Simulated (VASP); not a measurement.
Write the native input for VASP 6.6.1 that does the following.

| Property | Result |
| --- | --- |
| Task | single point |
| Functional | PBE |
| Potentials or basis | VASP PAW PBE potentials, release 64 (Al, Ni) |
| Cutoff | 520 eV |
| k mesh | 8 × 8 × 8 |
| Occupations | gaussian, width 0.15 eV |
| Spin | no spin polarisation |
| Dipole correction | no |
| Further INCAR settings | ALGO = Normal; EDIFF = 1e-06; NBANDS = 36 |

The structure of AlNi lies in POSCAR:

```
AlNi
1.0
   -2.8930835280      2.8930835280      2.8930835280
    2.8930835280     -2.8930835280      2.8930835280
    2.8930835280      2.8930835280     -2.8930835280
Al Ni
4 4
Direct
    0.5000000000      0.0000000000      0.5000000000
    0.0000000000      0.5000000000      0.5000000000
    0.0000000000      0.0000000000      0.0000000000
    0.5000000000      0.5000000000      0.0000000000
    0.5000000000      0.5000000000      0.5000000000
    0.0000000000      0.0000000000      0.5000000000
    0.0000000000      0.5000000000      0.0000000000
    0.5000000000      0.0000000000      0.0000000000
```

These files were run (other wordings do the same):

INCAR

```
SYSTEM = AlNi
PREC     = Accurate       ! precision mode
ENCUT    = 520            ! plane-wave cutoff, eV
EDIFF    = 1E-6           ! SCF threshold, eV
ISMEAR   = 0              ! smearing method
SIGMA    = 0.15           ! smearing width, eV
LREAL    = .FALSE.        ! projectors in reciprocal space
LASPH    = .TRUE.         ! aspherical terms in the spheres
NELM     = 100            ! most SCF steps
ALGO     = Normal         ! electronic algorithm
ISIF     = 2              ! what is computed and relaxed
LWAVE    = .FALSE.        ! write WAVECAR
LCHARG   = .TRUE.         ! write CHGCAR
GGA      = PE             ! functional
LELF     = .TRUE.         ! ELF
LVHAR    = .TRUE.       
NBANDS   = 36             ! bands
```

KPOINTS

```
regular mesh
0
G
  8 8 8
  0 0 0
```

Potentials or basis: VASP PAW PBE potentials, release 64 (Al, Ni).

Launch:

```console
$ cat potpaw_PBE.64/Al/POTCAR potpaw_PBE.64/Ni/POTCAR > POTCAR
$ mpirun -np 1 vasp_std > vasp.out
```

It gave:

```json
{"Pressure": "0.1 GPa", "Band gap on the k mesh": "zero (bands 26 and 27 overlap by 3.24 eV)"}
```

Wall time 84 s on 1 thread of Intel(R) Xeon(R) Platinum 8488C (Sapphire Rapids), on a shared host, peak memory 0.27 GiB.
